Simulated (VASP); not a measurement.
# Ga8BiAs7 (P1) in VASP: single point with PBEsol

Aim: the single point of Ga8BiAs7 with PBEsol.

Program: VASP 6.6.1. These are calculated values, not measurements. Logs are shortened: lines on timing, memory, paths and dates and some standing lists are left out, and cuts for length are marked.

### 1 The cell of the first run

The typed cell holds 64 atoms: a = 11.481 Å, b = 11.481 Å, c = 11.481 Å, α = 90.00°, β = 90.00°, γ = 90.00°.

### 2 Single point, PBEsol

Input file INCAR:

```
SYSTEM = Ga8BiAs7
PREC = Accurate
ENCUT = 500
EDIFF = 1E-6
ISMEAR = -1
SIGMA = 0.05
LREAL = Auto
LASPH = .True.
NELM = 120
ALGO = Normal
ISIF = 2
LWAVE = .False.
LCHARG = .True.
GGA = PS
LELF = .True.
LVHAR = .True.
ISYM = -1
NBANDS = 346
GGA_COMPAT = .False.
```

Input file KPOINTS:

```
explicit points
1
Reciprocal
  0.25000000   0.25000000   0.25000000 1
```

Input file POSCAR:

```
Ga8BiAs7
1.0
   11.4813184587      0.0000000000      0.0000000000
    0.0000000000     11.4813184587      0.0000000000
    0.0000000000      0.0000000000     11.4813184587
Ga As Bi
32 28 4
Direct
    0.9970570000      0.0026390000      0.0002820000
    0.9983190000      0.9998980000      0.5014220000
    0.9980280000      0.4985260000      0.9999800000
    0.9981530000      0.4972610000      0.4986010000
    0.5091290000      0.0095790000      0.9912550000
    0.4981940000      0.0221740000      0.4995700000
    0.5085420000      0.4888510000      0.0086540000
    0.4997100000      0.4969110000      0.5016980000
    0.2499380000      0.2513230000      0.0012770000
    0.2471620000      0.2527870000      0.5004330000
    0.2276960000      0.7510640000      0.9995100000
    0.2402780000      0.7405130000      0.4912230000
    0.7522290000      0.2516740000      0.9984010000
    0.7509930000      0.2515830000      0.5001390000
    0.7527770000      0.7503530000      0.0013380000
    0.7605260000      0.7416490000      0.5076370000
    0.2414920000      0.0092980000      0.2595770000
    0.2396370000      0.0090990000      0.7601270000
    0.2476540000      0.4963630000      0.2488180000
    0.2408970000      0.4907260000      0.7405600000
    0.7592210000      0.0085970000      0.2400550000
    0.7536760000      0.0016510000      0.7487070000
    0.7530110000      0.4976590000      0.2516060000
    0.7520970000      0.4966670000      0.7516740000
    0.9993020000      0.2518690000      0.2501950000
    0.9974100000      0.2504080000      0.7499150000
    0.9968750000      0.7501320000      0.2507770000
    0.9984680000      0.7499530000      0.7495800000
    0.4996870000      0.2513040000      0.2497160000
    0.4997500000      0.2529480000      0.7499930000
    0.4992110000      0.7282160000      0.2500810000
    0.5208380000      0.7505540000      0.7501280000
    0.1220170000      0.1279420000      0.1253530000
    0.1214760000      0.1280460000      0.6252730000
    0.1182510000      0.6218470000      0.1280480000
    0.1187670000      0.6217230000      0.6224420000
    0.6277980000      0.1310300000      0.1225130000
    0.6281520000      0.1308280000      0.6279990000
    0.6313540000      0.6186880000      0.1248350000
    0.6314720000      0.6184650000      0.6247980000
    0.3744280000      0.3725790000      0.1272400000
    0.3737640000      0.3723860000      0.6233180000
    0.8751530000      0.3743290000      0.1248430000
    0.8751790000      0.3745810000      0.6247860000
    0.8777600000      0.8754160000      0.1230310000
    0.8768780000      0.8749430000      0.6266960000
    0.3705900000      0.1350540000      0.3743470000
    0.3749180000      0.1305680000      0.8748090000
    0.3710000000      0.6148540000      0.3757860000
    0.8767030000      0.1273910000      0.3752390000
    0.8747460000      0.1265200000      0.8745420000
    0.8772710000      0.6218410000      0.3751840000
    0.8750740000      0.6243900000      0.8751080000
    0.1231710000      0.3748630000      0.3747520000
    0.1220330000      0.3726940000      0.8749020000
    0.1193120000      0.8750430000      0.3753370000
    0.1146100000      0.8786080000      0.8747030000
    0.6254080000      0.3745290000      0.3751080000
    0.6274310000      0.3725030000      0.8749860000
    0.6344270000      0.8788160000      0.8756500000
    0.3739110000      0.8761920000      0.1248780000
    0.3724640000      0.8768490000      0.6253180000
    0.3745710000      0.6220380000      0.8757820000
    0.6269560000      0.8758380000      0.3746720000
```

Potentials or basis: VASP PAW PBE potentials, release 64 (Ga_d, As, Bi_d).

Started as:

```sh
$ cat potpaw_PBE.64/Ga_d/POTCAR potpaw_PBE.64/As/POTCAR potpaw_PBE.64/Bi_d/POTCAR > POTCAR
$ mpirun -np 1 vasp_std > vasp.out
```

OUTCAR:

```text
SYSTEM = Ga8BiAs7
   PREC = Accurate
   ENCUT = 500
   EDIFF = 1E-6
   ISMEAR = -1
   LREAL = Auto
   LASPH = .True.
   NELM = 120
   ISIF = 2
   GGA = PS
   ISYM = -1

 ion  position               nearest neighbor table
   1  0.997  0.003  0.000-  57 2.43  45 2.45  51 2.47  33 2.49
   2  0.998  1.000  0.501-  46 2.46  56 2.47  34 2.49  50 2.49
   3  0.998  0.499  1.000-  35 2.46  43 2.47  53 2.48  55 2.49
   4  0.998  0.497  0.499-  52 2.45  36 2.45  54 2.46  44 2.47
   5  0.509  0.010  0.991-  37 2.46  60 2.47  48 2.47  61 2.67
   6  0.498  0.022  0.500-  47 2.43  38 2.44  62 2.64  64 2.66
[... 56 lines left out ...]
  63  0.375  0.622  0.876-   7 2.65  20 2.65  11 2.66  32 2.66
  64  0.627  0.876  0.375-  21 2.65  16 2.66   6 2.66  31 2.66

IMPORTANT INFORMATION: All symmetrisations will be switched off!
NOSYMM: (Re-)initialisation of all symmetry stuff for point group C_1.

----------------------------------------------------------------------------------------

                                     Primitive cell

  volume of cell :    1513.4751

  direct lattice vectors                    reciprocal lattice vectors
    11.481318459  0.000000000  0.000000000     0.087098011  0.000000000  0.000000000
     0.000000000 11.481318459  0.000000000     0.000000000  0.087098011  0.000000000
     0.000000000  0.000000000 11.481318459     0.000000000  0.000000000  0.087098011

  length of vectors
    11.481318459 11.481318459 11.481318459     0.087098011  0.087098011  0.087098011

  position of ions in fractional coordinates (direct lattice)
     0.997057000  0.002639000  0.000282000
     0.998319000  0.999898000  0.501422000
     0.998028000  0.498526000  0.999980000
     0.998153000  0.497261000  0.498601000
     0.509129000  0.009579000  0.991255000
     0.498194000  0.022174000  0.499570000
[... 56 lines left out ...]
     0.374571000  0.622038000  0.875782000
     0.626956000  0.875838000  0.374672000

  ion indices of the primitive-cell ions
   primitive index   ion index
                 1           1
                 2           2
                 3           3
                 4           4
                 5           5
                 6           6
[... 56 lines left out ...]
                63          63
                64          64

----------------------------------------------------------------------------------------

 KPOINTS: explicit points

Read explicit list of k-points.

 Found      1 k-points:

 Following reciprocal coordinates:
            Coordinates               Weight
  0.250000  0.250000  0.250000      1.000000
   k-points           NKPTS =      1   k-points in BZ     NKDIM =      1   number of bands    NBANDS=    346
   number of dos      NEDOS =    301   number of ions     NIONS =     64
   total plane-waves  NPLWV = 592704
   dimension x,y,z NGX =    84 NGY =   84 NGZ =   84
   dimension x,y,z NGXF=   168 NGYF=  168 NGZF=  168
   ions per type =              32  28   4
   NGX,Y,Z   is equivalent  to a cutoff of  12.16, 12.16, 12.16 a.u.
   NGXF,Y,Z  is equivalent  to a cutoff of  24.33, 24.33, 24.33 a.u.
 SYSTEM =  Ga8BiAs7
   PREC   = accura    normal or accurate (medium, high low for compatibility)
   ISTART =      0    job   : 0-new  1-cont  2-samecut
   ICHARG =      2    charge: 1-file 2-atom 10-const
   ISPIN  =      1    spin polarized calculation?
   LNONCOLLINEAR =      F non collinear calculations
   LSORBIT =      F    spin-orbit coupling
   LASPH  =      T    aspherical Exc in radial PAW
   ENCUT  =  500.0 eV  36.75 Ry    6.06 a.u.  20.93 20.93 20.93*2*pi/ulx,y,z
   NELM   =    120;   NELMIN=  2; NELMDL= -5     # of ELM steps
   EDIFF  = 0.1E-05   stopping-criterion for ELM
   LREAL  =      T    real-space projection
   EDIFFG = 0.1E-04   stopping-criterion for IOM
   NSW    =      0    number of steps for IOM
   IBRION =     -1    ionic relax: 0-MD 1-quasi-New 2-CG
   NFREE  =      0    steps in history (QN), initial steepest desc. (CG)
   ISIF   =      2    stress and relaxation
   ISYM   =     -1    0-nonsym 1-usesym 2-fastsym
   POTIM  = 0.5000    time-step for ionic-motion
   TEBEG  =    0.0;   TEEND  =   0.0 temperature during run
   PSTRESS=    0.0 pullay stress
   NELECT =     616.0000    total number of electrons
   NUPDOWN=      -1.0000    fix difference up-down
   EMIN   =  10.00;   EMAX   =-10.00  energy-range for DOS
   EFERMI =   0.00;   METHOD = LEGACY
   ISMEAR =    -1;   SIGMA  =   0.05  broadening in eV -4-tet -1-fermi 0-gaus
   EFERMI_NEDOS =   21; number of points for ismear=-14 and -15
   IALGO  =     38    algorithm
   IMIX   =      4    mixing-type and parameters
     AMIX     =   0.40;   BMIX     =  1.00
     AMIX_MAG =   1.60;   BMIX_MAG =  1.00
  volume/ion in A,a.u.               =      23.65       159.58
  Fermi-wavevector in a.u.,A,eV,Ry     =   1.213230  2.292673 20.026798  1.471928
  Thomas-Fermi vector in A             =   2.348689
   LORBIT       =      0    0 simple, 1 ext, 2 COOP (PROOUT), +10 PAW based schemes
   GGA     = PS    functional components
   LHFCALC =     F    Hartree Fock is set to
   AEXX    =    0.0000 exact exchange contribution
   IVDW    =     0    specifies the selected vdW correction
   LEPSILON=     F    determine dielectric tensor
   LRPA    =     F    only Hartree local field effects (RPA)
 non-spin polarized calculation
  energy-cutoff  :      500.00
  volume of cell :     1513.48
 maximum number of plane-waves:     38454
 NGX is ok and might be reduce to    84
   NGX = 41   NGY = 41   NGZ = 41

 number of electron     615.9999978 magnetization

 Free energy of the ion-electron system (eV)
  ---------------------------------------------------
  ext. energy  EPLUGINS =         0.00000000
  ---------------------------------------------------
  free energy    TOTEN  =      -283.26314346 eV

  energy without entropy =     -283.26275978  energy(sigma->0) =     -283.26295162

 E-fermi :   4.3015     XC(G=0):  -9.7060

 val. band max:        3.8612058572   @ k =   0.2500   0.2500   0.2500
 cond. band min:       4.7285454102   @ k =   0.2500   0.2500   0.2500
 fundamental gap:      0.8673395530
 Fermi energy:         4.3015453564

 k-point     1 :       0.2500    0.2500    0.2500
  band No.  band energies     occupation
      1     -18.1055      2.00000
      2     -18.0999      2.00000
      3     -18.0853      2.00000
      4     -18.0830      2.00000
      5     -18.0810      2.00000
      6     -18.0795      2.00000
[... 312 lines left out ...]
    319       5.8433      0.00000
    320       5.9448      0.00000
 [bands above 320 left out]

------------------------ aborting loop because EDIFF is reached ----------------------------------------

  FORCE on cell =-STRESS in cart. coord.  units (eV):
  Direction    XX          YY          ZZ          XY          YZ          ZX
  --------------------------------------------------------------------------------------
  -------------------------------------------------------------------------------------
  Total        1.4071929      1.3941132      1.0377873     -7.6304196     -7.6010375     -7.6208716
  in kB        1.4896661      1.4758198      1.0986102     -8.0776255     -8.0465213     -8.0675179
  external PRESSURE =       1.3546987 kB  Pullay stress =       0.0000000 kB

 VOLUME and BASIS-vectors are now :
 -----------------------------------------------------------------------------
  energy-cutoff  :      500.00
  volume of cell :     1513.48
      direct lattice vectors                 reciprocal lattice vectors
    11.481318459  0.000000000  0.000000000     0.087098011  0.000000000  0.000000000
     0.000000000 11.481318459  0.000000000     0.000000000  0.087098011  0.000000000
     0.000000000  0.000000000 11.481318459     0.000000000  0.000000000  0.087098011

 POSITION                                       TOTAL-FORCE (eV/Angst)
 -----------------------------------------------------------------------------------
     11.44753      0.03030      0.00324         0.002002      0.001662      0.000405
     11.46202     11.48015      5.75699         0.002604      0.002132     -0.001451
     11.45868      5.72374     11.48109         0.002726      0.001717     -0.000402
     11.46011      5.70921      5.72460         0.000866     -0.001245      0.000821
      5.84547      0.10998     11.38091        -0.005227     -0.002330      0.005436
      5.71992      0.25459      5.73572         0.001620     -0.010511      0.004265
[... 56 lines left out ...]
      4.30057      7.14182     10.05513        -0.001070     -0.008696      0.000377
      7.19828     10.05577      4.30173         0.007514     -0.002710     -0.010737
 -----------------------------------------------------------------------------------
    total drift:                                0.000661     -0.006941      0.003486

  FREE ENERGIE OF THE ION-ELECTRON SYSTEM (eV)
  ---------------------------------------------------
  free  energy   TOTEN  =      -283.2631434616 eV

  energy  without entropy=     -283.2627597780  energy(sigma->0) =     -283.26295162
```

Wall time 19 min (1 thread of Intel Xeon Platinum 8488C (Sapphire Rapids), shared host); peak memory 1.3 GiB.

Results:

| Quantity | Value |
| --- | --- |
| Free energy | -283.2631 eV |
| Pressure | 0.1 GPa |
| Largest force | 0.014 eV/Å |
| Band gap on the k mesh | 0.87 eV |

Forces on the atoms (eV/Å):
```
Ga   0.002  0.002  0.000
Ga   0.003  0.002 -0.001
Ga   0.003  0.002  0.000
Ga   0.001 -0.001  0.001
Ga  -0.005 -0.002  0.005
Ga   0.002 -0.011  0.004
Ga  -0.006  0.006 -0.006
Ga   0.000  0.001  0.002
Ga   0.000  0.000 -0.001
Ga  -0.002  0.000  0.002
Ga   0.011  0.002  0.004
Ga   0.004  0.008  0.005
Ga   0.000  0.001  0.002
Ga   0.002 -0.001 -0.002
Ga   0.001  0.001  0.002
Ga  -0.003  0.008 -0.006
Ga   0.005 -0.007 -0.006
Ga   0.011 -0.004 -0.008
Ga   0.002  0.001  0.000
Ga   0.007  0.005  0.007
Ga  -0.006 -0.006  0.009
Ga   0.002 -0.001  0.000
Ga   0.001  0.002  0.001
Ga   0.000  0.002  0.000
Ga   0.000 -0.001  0.001
Ga   0.002  0.000  0.001
Ga   0.000  0.001 -0.001
Ga   0.002 -0.001  0.001
Ga   0.003 -0.001  0.000
Ga   0.000  0.001  0.002
Ga   0.004  0.011 -0.002
Ga  -0.012  0.000  0.002
As   0.002 -0.002 -0.002
As   0.001 -0.003 -0.002
As   0.001 -0.001  0.001
As   0.001  0.001 -0.001
As   0.000  0.000 -0.002
As   0.000  0.000  0.000
As   0.000  0.001  0.001
As   0.000 -0.006  0.002
As   0.000  0.001 -0.001
As   0.001  0.001 -0.001
As   0.000  0.001  0.000
As  -0.001  0.003  0.001
As  -0.004 -0.005  0.004
As  -0.001  0.000 -0.002
As  -0.004  0.005 -0.001
As  -0.001 -0.005 -0.001
As  -0.004 -0.005  0.000
As  -0.003 -0.002  0.000
As  -0.001 -0.002  0.000
As  -0.005  0.003 -0.001
As  -0.001  0.002 -0.002
As   0.000  0.001 -0.001
As   0.000  0.000  0.000
As   0.002 -0.001  0.000
As  -0.007  0.002  0.000
As  -0.004  0.002  0.001
As  -0.003  0.002  0.000
As   0.000  0.001 -0.001
Bi   0.002 -0.006  0.000
Bi  -0.011  0.008  0.002
Bi  -0.001 -0.009  0.000
Bi   0.008 -0.003 -0.011
```

Stress tensor (GPa, compression positive):
```
 0.15 -0.81 -0.81
-0.81  0.15 -0.80
-0.81 -0.80  0.11
```

Caveat: the PAW data sets were made with another functional, which shifts forces and pressure a little; spin-orbit coupling is left out, which moves the levels of the heavy elements; a shifted mesh leaves out Γ, where band edges can lie.
